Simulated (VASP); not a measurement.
# CdTe (F-43m) in VASP: a series of runs

Runs on CdTe. Level: PBE. Tasks: single point.

All numbers are computed with VASP 6.6.1; they aren't measurements. Logs are shortened: lines on timing, memory, paths and dates and some standing lists are left out, and cuts for length are marked.

**1. The cell of the first run**

It takes space group F-43m (No. 216, cubic). Conventional cell: a = 6.301 Å, b = 6.301 Å, c = 6.301 Å, α = 90.00°, β = 90.00°, γ = 90.00°. Within 3.6 Å of Cd (site symmetry -43m) lie 4 Te at 2.73 Å. Within 3.6 Å of Te (site symmetry -43m) lie 4 Cd at 2.73 Å.

**2. Single point, PBE**

The input, INCAR:

```
SYSTEM = CdTe
PREC = Accurate
ENCUT = 500
EDIFF = 1E-6
ISMEAR = -1
SIGMA = 0.3
LREAL = .False.
LASPH = .True.
NELM = 120
ALGO = Normal
ISIF = 2
LWAVE = .False.
LCHARG = .False.
GGA = PE
NBANDS = 16
GGA_COMPAT = .False.
```

The input, KPOINTS:

```
Automatic mesh
0
Gamma
  5 5 5
  0 0 0
```

The input, POSCAR:

```
CdTe
1.0
    0.0000000000      3.1506674698      3.1506674698
    3.1506674698      0.0000000000      3.1506674698
    3.1506674698      3.1506674698      0.0000000000
Cd Te
1 1
Direct
    0.0000000000      0.0000000000      0.0000000000
    0.2500000000      0.2500000000      0.2500000000
```

Potentials or basis: VASP PAW PBE potentials, release 64 (Cd, Te).

The run is started by

```console
$ cat potpaw_PBE.64/Cd/POTCAR potpaw_PBE.64/Te/POTCAR > POTCAR
$ mpirun -np 1 vasp_std > vasp.out
```

OUTCAR:

```text
SYSTEM = CdTe
   PREC = Accurate
   ENCUT = 500
   EDIFF = 1E-6
   ISMEAR = -1
   LREAL = .False.
   LASPH = .True.
   NELM = 120
   ISIF = 2
   GGA = PE

 ion  position               nearest neighbor table
   1  0.000  0.000  0.000-   2 2.73   2 2.73   2 2.73   2 2.73
   2  0.250  0.250  0.250-   1 2.73   1 2.73   1 2.73   1 2.73

  LATTYP: Found a face centered cubic cell.
 ALAT       =     6.3013349396

  Lattice vectors:

 A1 = (   0.0000000000,   3.1506674698,   3.1506674698)
 A2 = (   3.1506674698,   0.0000000000,   3.1506674698)
 A3 = (   3.1506674698,   3.1506674698,   0.0000000000)

Analysis of symmetry for initial positions (statically):
=====================================================================
 Subroutine PRICEL returns:
 Original cell was already a primitive cell.

 Routine SETGRP: Setting up the symmetry group for a
 face centered cubic supercell.

 Subroutine GETGRP returns: Found 24 space group operations
 (whereof 24 operations were pure point group operations)
 out of a pool of 48 trial point group operations.

The static configuration has the point symmetry T_d .

Analysis of symmetry for dynamics (positions and initial velocities):
=====================================================================
 Subroutine PRICEL returns:
 Original cell was already a primitive cell.

 Routine SETGRP: Setting up the symmetry group for a
 face centered cubic supercell.

 Subroutine GETGRP returns: Found 24 space group operations
 (whereof 24 operations were pure point group operations)
 out of a pool of 48 trial point group operations.

The dynamic configuration has the point symmetry T_d .

 Subroutine INISYM returns: Found 24 space group operations
 (whereof 24 operations are pure point group operations),
 and found     1 'primitive' translations

----------------------------------------------------------------------------------------

                                     Primitive cell

  volume of cell :      62.5515

  direct lattice vectors                    reciprocal lattice vectors
     0.000000000  3.150667470  3.150667470    -0.158696532  0.158696532  0.158696532
     3.150667470  0.000000000  3.150667470     0.158696532 -0.158696532  0.158696532
     3.150667470  3.150667470  0.000000000     0.158696532  0.158696532 -0.158696532

  length of vectors
     4.455716666  4.455716666  4.455716666     0.274870456  0.274870456  0.274870456

  position of ions in fractional coordinates (direct lattice)
     0.000000000  0.000000000  0.000000000
     0.250000000  0.250000000  0.250000000

  ion indices of the primitive-cell ions
   primitive index   ion index
                 1           1
                 2           2

----------------------------------------------------------------------------------------

 KPOINTS: Automatic mesh

Automatic generation of k-mesh.
 Grid dimensions read from file:
 generate k-points for:    5    5    5

 Generating k-lattice:

  Cartesian coordinates                     Fractional coordinates (reciprocal lattice)
    -0.031739306  0.031739306  0.031739306     0.200000000  0.000000000  0.000000000
     0.031739306 -0.031739306  0.031739306     0.000000000  0.200000000  0.000000000
     0.031739306  0.031739306 -0.031739306     0.000000000  0.000000000  0.200000000

  Length of vectors
     0.054974091  0.054974091  0.054974091

  Shift w.r.t. Gamma in fractional coordinates (k-lattice)
     0.000000000  0.000000000  0.000000000

 Subroutine IBZKPT returns following result:
 ===========================================

 Found     10 irreducible k-points:

 Following reciprocal coordinates:
            Coordinates               Weight
  0.000000  0.000000  0.000000      1.000000
  0.200000  0.000000  0.000000      8.000000
  0.400000  0.000000  0.000000      8.000000
  0.200000  0.200000  0.000000      6.000000
  0.400000  0.200000  0.000000     24.000000
 -0.400000  0.200000  0.000000     24.000000
 -0.200000  0.200000  0.000000     12.000000
  0.400000  0.400000  0.000000      6.000000
 -0.400000  0.400000  0.000000     12.000000
 -0.400000  0.400000  0.200000     24.000000
   k-points           NKPTS =     10   k-points in BZ     NKDIM =     10   number of bands    NBANDS=     16
   number of dos      NEDOS =    301   number of ions     NIONS =      2
   total plane-waves  NPLWV =  32768
   dimension x,y,z NGX =    32 NGY =   32 NGZ =   32
   dimension x,y,z NGXF=    64 NGYF=   64 NGZF=   64
   ions per type =               1   1
   NGX,Y,Z   is equivalent  to a cutoff of  11.94, 11.94, 11.94 a.u.
   NGXF,Y,Z  is equivalent  to a cutoff of  23.88, 23.88, 23.88 a.u.
 SYSTEM =  CdTe
   PREC   = accura    normal or accurate (medium, high low for compatibility)
   ISTART =      0    job   : 0-new  1-cont  2-samecut
   ICHARG =      2    charge: 1-file 2-atom 10-const
   ISPIN  =      1    spin polarized calculation?
   LNONCOLLINEAR =      F non collinear calculations
   LSORBIT =      F    spin-orbit coupling
   LASPH  =      T    aspherical Exc in radial PAW
   ENCUT  =  500.0 eV  36.75 Ry    6.06 a.u.   8.12  8.12  8.12*2*pi/ulx,y,z
   NELM   =    120;   NELMIN=  2; NELMDL= -5     # of ELM steps
   EDIFF  = 0.1E-05   stopping-criterion for ELM
   LREAL  =      F    real-space projection
   EDIFFG = 0.1E-04   stopping-criterion for IOM
   NSW    =      0    number of steps for IOM
   IBRION =     -1    ionic relax: 0-MD 1-quasi-New 2-CG
   NFREE  =      0    steps in history (QN), initial steepest desc. (CG)
   ISIF   =      2    stress and relaxation
   ISYM   =      2    0-nonsym 1-usesym 2-fastsym
   POTIM  = 0.5000    time-step for ionic-motion
   TEBEG  =    0.0;   TEEND  =   0.0 temperature during run
   PSTRESS=    0.0 pullay stress
   NELECT =      18.0000    total number of electrons
   NUPDOWN=      -1.0000    fix difference up-down
   EMIN   =  10.00;   EMAX   =-10.00  energy-range for DOS
   EFERMI =   0.00;   METHOD = LEGACY
   ISMEAR =    -1;   SIGMA  =   0.30  broadening in eV -4-tet -1-fermi 0-gaus
   EFERMI_NEDOS =   21; number of points for ismear=-14 and -15
   IALGO  =     38    algorithm
   IMIX   =      4    mixing-type and parameters
     AMIX     =   0.40;   BMIX     =  1.00
     AMIX_MAG =   1.60;   BMIX_MAG =  1.00
  volume/ion in A,a.u.               =      31.28       211.06
  Fermi-wavevector in a.u.,A,eV,Ry     =   1.080819  2.042452 15.893923  1.168170
  Thomas-Fermi vector in A             =   2.216820
   LORBIT       =      0    0 simple, 1 ext, 2 COOP (PROOUT), +10 PAW based schemes
   GGA     = PE    functional components
   LHFCALC =     F    Hartree Fock is set to
   AEXX    =    0.0000 exact exchange contribution
   IVDW    =     0    specifies the selected vdW correction
   LEPSILON=     F    determine dielectric tensor
   LRPA    =     F    only Hartree local field effects (RPA)
 non-spin polarized calculation
  energy-cutoff  :      500.00
  volume of cell :       62.55
 maximum number of plane-waves:      1604
   NGX = 17   NGY = 17   NGZ = 17

 number of electron      17.9999990 magnetization

 Free energy of the ion-electron system (eV)
  ---------------------------------------------------
  ext. energy  EPLUGINS =         0.00000000
  ---------------------------------------------------
  free energy    TOTEN  =        -4.59240007 eV

  energy without entropy =       -4.56060739  energy(sigma->0) =       -4.57650373

 E-fermi :   3.9884     XC(G=0):  -8.9631

 val. band max:        3.1638753200   @ k =   0.0000   0.0000   0.0000
 cond. band min:       4.1956904281   @ k =   0.0000   0.0000   0.0000
 fundamental gap:      1.0318151081
 Fermi energy:         3.9883900285

 k-point     1 :       0.0000    0.0000    0.0000
  band No.  band energies     occupation
      1      -8.5319      2.00000
      2      -5.4595      2.00000
      3      -5.4595      2.00000
      4      -5.4595      2.00000
      5      -5.1314      2.00000
      6      -5.1314      2.00000
      7       3.1639      1.87964
      8       3.1639      1.87964
      9       3.1639      1.87964
     10       4.1957      0.66762
     11       7.6898      0.00001
     12       7.6898      0.00001
     13       7.6898      0.00001
     14      10.7264      0.00000
     15      12.6633      0.00000
     16      12.6633      0.00000

 k-point     2 :       0.2000    0.0000    0.0000
  band No.  band energies     occupation
      1      -8.3654      2.00000
      2      -5.4274      2.00000
      3      -5.4274      2.00000
      4      -5.3243      2.00000
      5      -5.1333      2.00000
      6      -5.1333      2.00000
      7       0.8551      1.99994
      8       2.7980      1.96288
      9       2.7980      1.96288
     10       5.2877      0.02597
     11       8.1743      0.00000
     12       8.1743      0.00000
     13       8.1889      0.00000
     14      11.6003      0.00000
     15      11.6003      0.00000
     16      11.6364      0.00000

 k-point     3 :       0.4000    0.0000    0.0000
  band No.  band energies     occupation
      1      -8.0966      2.00000
      2      -5.3855      2.00000
      3      -5.3855      2.00000
      4      -5.1238      2.00000
      5      -5.1238      2.00000
      6      -4.8557      2.00000
      7      -1.3805      2.00000
      8       2.3250      1.99221
      9       2.3250      1.99221
     10       5.1092      0.04659
     11       8.3322      0.00000
     12       8.3322      0.00000
     13      10.1425      0.00000
     14      11.5145      0.00000
     15      12.8013      0.00000
     16      12.8013      0.00000

 k-point     4 :       0.2000    0.2000    0.0000
  band No.  band energies     occupation
      1      -8.3107      2.00000
      2      -5.3931      2.00000
      3      -5.3931      2.00000
      4      -5.3372      2.00000
      5      -5.1396      2.00000
      6      -5.1182      2.00000
      7       0.9404      1.99992
      8       2.2154      1.99459
      9       2.2154      1.99459
     10       6.1918      0.00129
     11       6.5579      0.00038
     12       9.1515      0.00000
     13       9.1515      0.00000
     14      10.0620      0.00000
     15      13.0050      0.00000
     16      13.1878      0.00000

 k-point     5 :       0.4000    0.2000    0.0000
  band No.  band energies     occupation
      1      -8.0789      2.00000
      2      -5.3614      2.00000
      3      -5.3412      2.00000
      4      -5.1963      2.00000
      5      -5.1108      2.00000
      6      -4.9036      2.00000
      7      -0.7794      2.00000
      8       1.4136      1.99963
      9       1.7465      1.99886
     10       6.1810      0.00134
     11       7.4119      0.00002
     12       8.9722      0.00000
     13       9.6684      0.00000
     14      12.0415      0.00000
     15      13.4967      0.00000
     16      13.6650      0.00000

 k-point     6 :      -0.4000    0.2000    0.0000
  band No.  band energies     occupation
      1      -7.9939      2.00000
      2      -5.3549      2.00000
      3      -5.3401      2.00000
      4      -5.1471      2.00000
      5      -5.1273      2.00000
      6      -4.6189      2.00000
      7      -1.5249      2.00000
      8       0.8168      1.99995
      9       1.9193      1.99798
     10       6.2204      0.00117
     11       8.0015      0.00000
     12       9.2073      0.00000
     13      10.3190      0.00000
     14      11.8740      0.00000
     15      12.5128      0.00000
     16      13.4950      0.00000

 k-point     7 :      -0.2000    0.2000    0.0000
  band No.  band energies     occupation
      1      -8.1659      2.00000
      2      -5.3895      2.00000
      3      -5.3756      2.00000
      4      -5.1592      2.00000
      5      -5.1457      2.00000
      6      -5.0352      2.00000
      7      -0.2805      2.00000
      8       1.2523      1.99978
      9       2.5587      1.98311
     10       6.2909      0.00093
     11       8.2295      0.00000
     12       8.5589      0.00000
     13       8.5673      0.00000
     14      10.9106      0.00000
     15      12.9749      0.00000
     16      13.6638      0.00000

 k-point     8 :       0.4000    0.4000    0.0000
  band No.  band energies     occupation
      1      -7.9625      2.00000
      2      -5.2722      2.00000
      3      -5.2722      2.00000
      4      -5.2718      2.00000
      5      -5.0969      2.00000
      6      -4.7153      2.00000
      7      -1.1745      2.00000
      8       1.1452      1.99985
      9       1.1452      1.99985
     10       5.6059      0.00907
     11       6.0289      0.00222
     12      11.6897      0.00000
     13      11.8289      0.00000
     14      11.8289      0.00000
     15      13.8646      0.00000
     16      16.0598      0.00000

 k-point     9 :      -0.4000    0.4000    0.0000
  band No.  band energies     occupation
      1      -7.9131      2.00000
      2      -5.3106      2.00000
      3      -5.2708      2.00000
      4      -5.2096      2.00000
      5      -5.1086      2.00000
      6      -4.4759      2.00000
      7      -1.5064      2.00000
      8       0.3454      1.99999
      9       1.2305      1.99980
     10       5.8698      0.00377
     11       7.1978      0.00005
     12      10.9781      0.00000
     13      11.2404      0.00000
     14      11.8131      0.00000
     15      13.3749      0.00000
     16      15.7562      0.00000

 k-point    10 :      -0.4000    0.4000    0.2000
  band No.  band energies     occupation
      1      -7.9444      2.00000
      2      -5.3172      2.00000
      3      -5.3111      2.00000
      4      -5.1801      2.00000
      5      -5.1230      2.00000
      6      -4.5465      2.00000
      7      -1.3254      2.00000
      8       0.4350      1.99999
      9       1.1422      1.99985
     10       7.2654      0.00004
     11       7.5112      0.00002
     12       8.5033      0.00000
     13      10.9366      0.00000
     14      11.9591      0.00000
     15      13.5023      0.00000
     16      15.5296      0.00000

------------------------ aborting loop because EDIFF is reached ----------------------------------------

  FORCE on cell =-STRESS in cart. coord.  units (eV):
  Direction    XX          YY          ZZ          XY          YZ          ZX
  --------------------------------------------------------------------------------------
  -------------------------------------------------------------------------------------
  Total        3.0106230      3.0106230      3.0106230      0.0000000      0.0000000     -0.0000000
  in kB       77.1132945     77.1132945     77.1132945      0.0000000      0.0000000     -0.0000000
  external PRESSURE =      77.1132945 kB  Pullay stress =       0.0000000 kB

 VOLUME and BASIS-vectors are now :
 -----------------------------------------------------------------------------
  energy-cutoff  :      500.00
  volume of cell :       62.55
      direct lattice vectors                 reciprocal lattice vectors
     0.000000000  3.150667470  3.150667470    -0.158696532  0.158696532  0.158696532
     3.150667470  0.000000000  3.150667470     0.158696532 -0.158696532  0.158696532
     3.150667470  3.150667470  0.000000000     0.158696532  0.158696532 -0.158696532

 POSITION                                       TOTAL-FORCE (eV/Angst)
 -----------------------------------------------------------------------------------
      0.00000      0.00000      0.00000         0.000000      0.000000      0.000000
      1.57533      1.57533      1.57533        -0.000000     -0.000000     -0.000000
 -----------------------------------------------------------------------------------
    total drift:                                0.000000      0.000000     -0.000000

  FREE ENERGIE OF THE ION-ELECTRON SYSTEM (eV)
  ---------------------------------------------------
  free  energy   TOTEN  =        -4.5924000662 eV

  energy  without entropy=       -4.5606073914  energy(sigma->0) =       -4.57650373
```

Run time: 7.7 s. Hardware: 1 thread of Intel Xeon Platinum 8488C (Sapphire Rapids), shared host; peak memory 0.17 GiB.

Results:

| Item | Value |
| --- | --- |
| Free energy | -4.5924 eV |
| Pressure | 7.7 GPa |
| Band gap on the k mesh | 1.03 eV, direct |

Caveat: spin-orbit coupling is left out, which moves the levels of the heavy elements.

(Part 1 of 2 ends here.)
